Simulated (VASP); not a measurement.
# W in VASP: further runs, part 2 of 2

VASP 6.6.1.

## 3. Relaxation of cell and atoms, PBE

This run uses another cell than the first one, of 16.65 Å³/atom, 1.007 times its volume.

Contents of INCAR:

```
PREC     = Accurate       # precision mode
ENCUT    = 600            # plane-wave cutoff, eV
EDIFF    = 1E-6           # SCF threshold, eV
ISMEAR   = 0              # smearing method
SIGMA    = 0.1            # smearing width, eV
LREAL    = F              # projectors in reciprocal space
LASPH    = T              # aspherical terms in the spheres
NELM     = 80             # most SCF steps
ALGO     = Normal         # electronic algorithm
ISIF     = 3              # what is computed and relaxed
LWAVE    = F              # write WAVECAR
LCHARG   = F              # write CHGCAR
GGA      = PE             # functional
IBRION   = 2              # ionic algorithm
NSW      = 90             # ionic steps
EDIFFG   = -0.04          # ionic threshold
```

Contents of KPOINTS:

```
regular mesh
0
Gamma
  6 6 6
```

Contents of POSCAR:

```
W
1.0
    1.7307842337      0.9992687433      3.2095318524
   -1.7307842337      0.9992687433      3.2095318524
    0.0000000000     -1.9985374865      3.2095318524
W
2
Direct
    0.2275400000      0.2275400000      0.2275400000
    0.7724600000      0.7724600000      0.7724600000
```

Potentials or basis: VASP PAW PBE potentials, release 64 (W_sv).

Started as:

```console
$ cat potpaw_PBE.64/W_sv/POTCAR > POTCAR
$ mpirun -np 1 vasp_std > vasp.out
```

Wall time 6.9 min (1 thread of AMD EPYC 7R13 (Zen 3), shared host); peak memory 0.16 GiB.

The run converged. Its results:

* Free energy: -25.0640 eV
* Relaxed volume: 16.58 Å³/atom
* Relaxed cell: a = 4.571 Å, b = 4.571 Å, c = 4.571 Å, α = 38.45°, β = 38.45°, γ = 38.45°
* Space group after relaxing (to 0.05 Å): R-3m (No. 166)
* Energy gained by relaxing: 1838.9 meV/atom
* Ionic steps: 28
* Pressure after relaxing: -0.2 GPa
* Band gap on the k mesh: zero (band 14 reaches 11.34 eV, above the bottom of band 15 at 10.03 eV)

The path:
| step | energy change (eV) | largest force (eV/Å) | pressure (GPa) | volume (Å³) |
| --- | --- | --- | --- | --- |
| 1 | 0.0000 | 8.8971 | 51.03 | 33.31 |
| 2 | 2.9120 | 2.2221 | -31.95 | 65.91 |
| 3 | 0.6920 | 1.0198 | -36.13 | 53.30 |
| 4 | -0.8169 | 0.2503 | -31.98 | 45.77 |
| 5 | -1.7816 | 0.5992 | -13.30 | 39.21 |
| 6 | -1.8051 | 1.5335 | -3.02 | 37.47 |
| 7 | -1.8162 | 1.1598 | -7.06 | 38.10 |
| 8 | -2.4210 | 0.2832 | 0.35 | 35.42 |
| 9 | 0.3986 | 13.3935 | 138.59 | 26.72 |
| 10 | -2.6798 | 0.9613 | 7.62 | 34.07 |
| 11 | -2.7206 | 3.8998 | 34.42 | 31.29 |
| 12 | -2.8107 | 2.0198 | 19.06 | 32.66 |
| 13 | -2.8153 | 2.4425 | 22.83 | 32.27 |
| 14 | -2.9333 | 2.9013 | 22.58 | 32.20 |
| 15 | -3.0596 | 4.0561 | 25.34 | 31.94 |
| 16 | -3.2563 | 3.3016 | 15.99 | 32.61 |
| 17 | -3.4765 | 1.8252 | -1.93 | 34.15 |
| 18 | -3.4887 | 1.5088 | -5.97 | 34.57 |
| 19 | -3.4890 | 1.4700 | -6.52 | 34.63 |
| 20 | -3.5204 | 1.3894 | -5.57 | 34.39 |
| 21 | -3.5972 | 1.1489 | -2.08 | 33.67 |
| 22 | -3.6512 | 0.3564 | 8.07 | 32.25 |
| 23 | -3.6541 | 0.6448 | 5.36 | 32.57 |
| 24 | -3.6747 | 0.1934 | 1.74 | 32.93 |
| 25 | -3.6769 | 0.0027 | 0.25 | 33.10 |
| 26 | -3.6769 | 0.0101 | 0.21 | 33.11 |
| 27 | -3.6775 | 0.0054 | 0.00 | 33.14 |
| 28 | -3.6777 | 0.0001 | -0.18 | 33.17 |

Final structure:
```cif
data_structure
_symmetry_space_group_name_H-M 'P 1'
_symmetry_Int_Tables_number 1
_cell_length_a 4.5706
_cell_length_b 4.5706
_cell_length_c 4.5706
_cell_angle_alpha 38.449
_cell_angle_beta 38.449
_cell_angle_gamma 38.449
_cell_volume 33.17
loop_
_atom_site_label
_atom_site_type_symbol
_atom_site_fract_x
_atom_site_fract_y
_atom_site_fract_z
_atom_site_occupancy
W1 W 0.25000 0.25000 0.25000 1
W2 W 0.75000 0.75000 0.75000 1
```

Levels at points of the mesh, in eV from the Fermi level:
| k point | band 11 | band 12 | band 13 | band 14 | band 15 | band 16 | band 17 | band 18 |
| --- | --- | --- | --- | --- | --- | --- | --- | --- |
| (0.00, 0.00, 0.00) | -1.93 | -1.93 | -1.69 | -1.69 | 1.14 | 2.06 | 2.65 | 2.65 |
| (0.50, 0.00, 0.00) | -2.68 | -2.68 | -1.17 | -1.17 | 0.58 | 0.58 | 3.89 | 3.89 |
| (0.50, 0.50, 0.00) | -4.70 | -2.12 | -0.07 | 0.74 | 2.86 | 3.53 | 4.11 | 4.73 |
| (0.50, 0.50, 0.50) | -1.00 | -1.00 | -0.52 | -0.52 | -0.52 | -0.52 | 1.60 | 1.60 |

Caveat: the k points lie up to 0.41 Å⁻¹ apart in the final cell; spin-orbit coupling is left out, which moves the levels of the heavy elements.

## 4. Single point, PBE

This run uses another cell than the first one: it holds 3 atoms, not 2.

Contents of INCAR:

```
  PREC = Accurate
  ENCUT = 520
  EDIFF = 1E-6
  ISMEAR = 0
  SIGMA = 0.1
  LREAL = False
  LASPH = True
  NELM = 100
  ALGO = Normal
  ISIF = 2
  LWAVE = False
  LCHARG = True
  GGA = PE
  LELF = True
  LVHAR = True
  NBANDS = 28
```

KPOINTS is that of step 3.

Contents of POSCAR:

```
W
1.0
    3.4485545457     -1.9312752507      0.0000000000
    3.4485545457      1.9312752507      0.0000000000
   -0.1062478308      0.0000000000      3.2231495079
W
3
Direct
    0.6760000000      0.6760000000      0.6750000000
    0.3240000000      0.3240000000      0.3250000000
    0.0000000000      0.0000000000      0.0000000000
```

Started as:

```console
$ cat potpaw_PBE.64/W_sv/POTCAR > POTCAR
$ mpirun -np 1 vasp_std > vasp.out
```

Run time: 33 s. Hardware: 1 thread of AMD EPYC 9R45 (Zen 5), shared host; peak memory 0.16 GiB.

Results (log left out):

```yaml
Free_energy: -35.4530 eV
Pressure: 67.2 GPa
Largest_force: 2.731 eV/Å
Band_gap_on_the_k_mesh: zero (band 21 reaches 13.69 eV, above the bottom of band 22 at 12.02 eV)
```

Forces in eV/Å, atoms in the order of the input:
```
W   -2.675  0.000 -0.550
W    2.675  0.000  0.550
W    0.000  0.000  0.000
```

Stress tensor (GPa, compression positive):
```
94.84  0.00  5.36
 0.00 91.56  0.00
 5.36  0.00 15.16
```

Levels at points of the mesh, in eV from the Fermi level:
```csv
k point,band 18,band 19,band 20,band 21,band 22,band 23,band 24,band 25
"(0.00, 0.00, 0.00)",-3.48,-3.14,-3.08,-3.05,2.01,2.24,2.25,2.29
"(0.50, 0.00, 0.00)",-2.71,-2.57,-2.39,-1.39,-1.03,1.55,2.18,2.44
"(0.50, 0.50, 0.00)",-3.06,-2.59,-2.08,-1.33,-1.16,2.32,2.44,2.64
"(0.00, 0.00, 0.50)",-3.71,-3.66,-3.55,-0.16,3.85,4.08,4.19,4.19
"(0.50, 0.00, 0.50)",-3.36,-2.59,-2.55,-0.43,1.96,2.07,2.12,2.13
"(0.50, 0.50, 0.50)",-3.34,-3.14,-2.41,-0.18,1.70,2.16,2.30,2.44
```

Caveat: spin-orbit coupling is left out, which moves the levels of the heavy elements; forces of over 1 eV/Å act on the atoms, so gaps and moduli don't describe the material at rest.

## 5. Relaxation of cell and atoms, PBE

This run uses another cell than the first one: it holds 3 atoms, not 2.

Contents of INCAR:

```
  ALGO = Fast
  EDIFF = 1E-6
  EDIFFG = -0.04
  ENCUT = 600
  GGA = PE
  IBRION = 2
  ISIF = 3
  ISMEAR = 0
  LASPH = True
  LCHARG = False
  LREAL = False
  LWAVE = False
  NELM = 100
  NSW = 90
  PREC = Accurate
  SIGMA = 0.1
```

Contents of KPOINTS:

```
k-points
0
Gamma
  6 6 6
```

POSCAR is that of step 4.

Started as:

```console
$ cat potpaw_PBE.64/W_sv/POTCAR > POTCAR
$ mpirun -np 1 vasp_std > vasp.out
```

It took 10 min on 1 thread of AMD EPYC 9R45 (Zen 5), shared host; peak memory 0.2 GiB.

The run converged. Its results:

```
Free energy                            : -38.8941 eV
Relaxed volume                         : 16.15 Å³/atom
Relaxed cell                           : a = 4.514 Å, b = 4.514 Å, c = 2.745 Å, α = 89.97°, β = 89.97°, γ = 60.03°
Space group after relaxing (to 0.05 Å) : Im-3m (No. 229)
Energy gained by relaxing              : 1146.8 meV/atom
Ionic steps                            : 15
Pressure after relaxing                : 0.0 GPa
Largest force after relaxing           : 0.006 eV/Å
Band gap on the k mesh                 : zero (band 21 reaches 13.86 eV, above the bottom of band 22 at 10.01 eV)
```

Forces in eV/Å, atoms in the order of the input:
```
W    0.003  0.000 -0.005
W   -0.003  0.000  0.005
W    0.000  0.000  0.000
```

Stress tensor (GPa, compression positive):
```
 0.14  0.00 -0.08
 0.00 -0.04  0.00
-0.08  0.00  0.03
```

The path:
| step | energy change (eV) | largest force (eV/Å) | pressure (GPa) | volume (Å³) |
| --- | --- | --- | --- | --- |
| 1 | 0.0000 | 2.7306 | 67.34 | 42.93 |
| 2 | 7.3432 | 0.5658 | -45.91 | 89.96 |
| 3 | -2.0756 | 0.2297 | -21.55 | 54.70 |
| 4 | -2.2058 | 0.2667 | -12.50 | 52.56 |
| 5 | -2.2146 | 0.2879 | -9.11 | 51.88 |
| 6 | -3.3710 | 0.2150 | 1.26 | 48.34 |
| 7 | -3.4027 | 0.2607 | 4.99 | 47.73 |
| 8 | -3.3502 | 0.0395 | -10.19 | 50.29 |
| 9 | -3.4325 | 0.1667 | -1.34 | 48.69 |
| 10 | -3.4382 | 0.0078 | 1.22 | 48.28 |
| 11 | -3.4397 | 0.0571 | 0.41 | 48.41 |
| 12 | -3.4402 | 0.0060 | -0.72 | 48.58 |
| 13 | -3.4404 | 0.0189 | -0.35 | 48.52 |
| 14 | -3.4404 | 0.0117 | 0.41 | 48.40 |
| 15 | -3.4405 | 0.0057 | 0.04 | 48.46 |

Final structure:
```yaml
crystal:
  lattice:
    - [3.90793, -2.25798, 0.07941]
    - [3.90793, 2.25798, 0.07941]
    - [-0.05427, 0.00000, 2.74477]
  atoms:
    - { symbol: W, position: [0.66665, 0.66665, 0.66677] }
    - { symbol: W, position: [0.33335, 0.33335, 0.33323] }
    - { symbol: W, position: [0.00000, 0.00000, 0.00000] }
```

Levels at points of the mesh, in eV from the Fermi level:
```tsv
k point	band 17	band 18	band 19	band 20	band 21	band 22	band 23	band 24	band 25
(0.00, 0.00, 0.00)	-2.65	-2.65	-2.65	-1.28	-1.16	-1.15	2.21	2.23	2.80
(0.50, 0.00, 0.00)	-2.57	-2.57	-2.42	-2.41	0.58	1.27	1.27	2.14	2.64
(0.50, 0.50, 0.00)	-2.57	-2.57	-2.42	-2.42	0.57	1.27	1.28	2.13	2.87
(0.00, 0.00, 0.50)	-3.30	-3.29	-3.29	-3.29	2.70	2.70	2.70	2.70	5.13
(0.50, 0.00, 0.50)	-3.87	-3.47	-1.93	-1.93	0.66	1.53	1.53	2.07	3.28
(0.50, 0.50, 0.50)	-3.87	-3.46	-1.93	-1.93	0.65	1.52	1.52	2.06	3.29
```

Caveat: spin-orbit coupling is left out, which moves the levels of the heavy elements.

## 6. Overview

| task | cell | cutoff (eV) | gap on the mesh (eV) | pressure (GPa) | relaxed volume (Å³/atom) | largest force (eV/Å) |
| --- | --- | --- | --- | --- | --- | --- |
| single point | a = 4.567 Å, angles 38.4°, 2 atoms | 520 | none | 0.5 | - | - |
| relaxation of cell and atoms | relaxed from a = 3.781 Å, angles 54.5°, 2 atoms | 600 | none | -0.2 | 16.58 | - |
| single point | a = 3.953, b = 3.953, c = 3.225 Å, angles 91.6, 91.6, 58.5°, 3 atoms | 520 | none | 67.2 | - | 2.73 |
| relaxation of cell and atoms | relaxed from a = 3.953, b = 3.953, c = 3.225 Å, angles 91.6, 91.6, 58.5°, 3 atoms | 600 | none | 0.0 | 16.15 | 0.01 |

Alike in all rows: level PBE; potentials or basis VASP PAW PBE potentials, release 64 (W_sv); no spin polarisation; k mesh 6 × 6 × 6; smearing gaussian 0.1 eV.

Caveats: some runs use coarse meshes; spin-orbit coupling is left out, which moves the levels of the heavy elements; forces of over 1 eV/Å act on the atoms, so gaps and moduli don't describe the material at rest (some runs).

Absolute energies hang on the potentials; compare differences alone.
